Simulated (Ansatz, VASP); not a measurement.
**Cu4N3: VASP beside Ansatz**

Contents of INCAR:

```
SYSTEM = Cu4N3
PREC = Accurate ; ENCUT = 520
EDIFF = 1E-6 ; ISMEAR = 0
SIGMA = 0.1 ; LREAL = .False.
LASPH = .True. ; NELM = 80
ALGO = Normal ; ISIF = 2
LWAVE = .False. ; LCHARG = .True.
GGA = PE ; LELF = .True.
LVHAR = .True. ; NBANDS = 38
```

Contents of KPOINTS:

```
regular mesh
0
Gamma
  8 8 8
  0 0 0
```

Contents of POSCAR:

```
Cu4N3
1.0
    4.2652494086      0.0000000000      0.0000000000
    0.0000000000      4.2652494086      0.0000000000
    0.0000000000      0.0000000000      4.2652494086
Cu N
4 3
Direct
    0.0000000000      0.5000000000      0.0000000000
    0.5000000000      0.0000000000      0.0000000000
    0.5000000000      0.5000000000      0.5000000000
    0.0000000000      0.0000000000      0.5000000000
    0.5000000000      0.0000000000      0.5000000000
    0.0000000000      0.5000000000      0.5000000000
    0.5000000000      0.5000000000      0.0000000000
```

Input for Ansatz:

```yaml
crystal:
  lattice:
    - [4.2652494086, 0.0, 0.0]
    - [0.0, 4.2652494086, 0.0]
    - [0.0, 0.0, 4.2652494086]
  atoms:
    - { symbol: Cu, position: [0.0, 0.5, 0.0] }
    - { symbol: Cu, position: [0.5, 0.0, 0.0] }
    - { symbol: Cu, position: [0.5, 0.5, 0.5] }
    - { symbol: Cu, position: [0.0, 0.0, 0.5] }
    - { symbol: "N", position: [0.5, 0.0, 0.5] }
    - { symbol: "N", position: [0.0, 0.5, 0.5] }
    - { symbol: "N", position: [0.5, 0.5, 0.0] }
basis:
  ecutwfc: 420
kpoints:
  mp_grid: { grid: [8, 8, 8] }
hamiltonian:
  xc: pbe
scf:
  occupations: { method: gaussian, width: 0.1 }
output:
  forces: true
  stress: true
  eigenvalues: true
  write_density: true
  write_potential: true
  elf: true
  volumetric_format: npy
```

Alike in both runs: task single point; functional PBE; k mesh 8 × 8 × 8; occupations gaussian, width 0.1 eV; no spin polarisation.

|  | VASP | Ansatz |
| --- | --- | --- |
| version | VASP 6.6.1 | Ansatz 0.2.0 |
| potentials or method | VASP PAW PBE potentials, release 64 (Cu, N), cutoff 520 eV | scalar-relativistic, plane waves, PAW |
| valence electrons in the cell | 59 | 91 |

VASP gave:

- gap on the k mesh at the Fermi level (eV): none
- pressure (GPa): -14.9

Q: Which values does Ansatz return?

A: gap on the k mesh at the Fermi level (eV): none; pressure (GPa): -15.2.

A gap of «none» marks a metal or a gap that the smearing closes. VASP's potentials hold 59 valence electrons a cell and Ansatz's 91, so a difference there can come from the potentials and not from the codes.
